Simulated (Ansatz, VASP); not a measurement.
# One calculation of LiSb2, two programs

```
Li Sb
1.0
     0.00000    2.76432    4.72298
     0.00000   -2.76432    4.72298
     4.87136    2.76432    0.00000
Li Sb
2 4
Direct
  0.00000 0.00000 0.00000
  0.25000 0.25000 0.50000
  0.66700 0.33300 0.66600
  0.33300 0.66700 0.33400
  0.58300 0.91700 0.83400
  0.91700 0.58300 0.16600
```

Alike in both runs: task relaxation of cell and atoms; functional RPBE; k mesh 4 × 4 × 4; occupations gaussian, width 0.1229 eV; no spin polarisation.

|  | VASP | Ansatz |
| --- | --- | --- |
| version | VASP 6.6.1 | Ansatz 0.2.0 |
| potentials or method | VASP PAW PBE potentials, release 64 (Li_sv, Sb), cutoff 600 eV | PAW plane waves |
| valence electrons in the cell | 26 | 66 |

VASP gave:

```
gap on the k mesh at the Fermi level, each at its own relaxed structure (eV) : none
relaxed volume (Å³/atom)                                                     : 25.53
relaxed cell length with the largest relative difference (Å)                 : 6.038
```

Question: Estimate Ansatz's values.

Answer: gap on the k mesh at the Fermi level, each at its own relaxed structure (eV): none; relaxed volume (Å³/atom): 25.65; relaxed cell length with the largest relative difference (Å): 6.064.

VASP's potentials were made for PBE, not for RPBE. A gap of «none» marks a metal or a gap that the smearing closes. VASP's potentials hold 26 valence electrons a cell and Ansatz's 66, so a difference there can come from the potentials and not from the codes. Ansatz's warnings: end state compared.

The k mesh is coarse, so the values compare programs but aren't converged. Spin-orbit coupling is off throughout. Noted on VASP's run: the cutoff is short for stress, so the pressure is rough; the volume moved by over 15 % at a fixed basis, so the end points are rough.
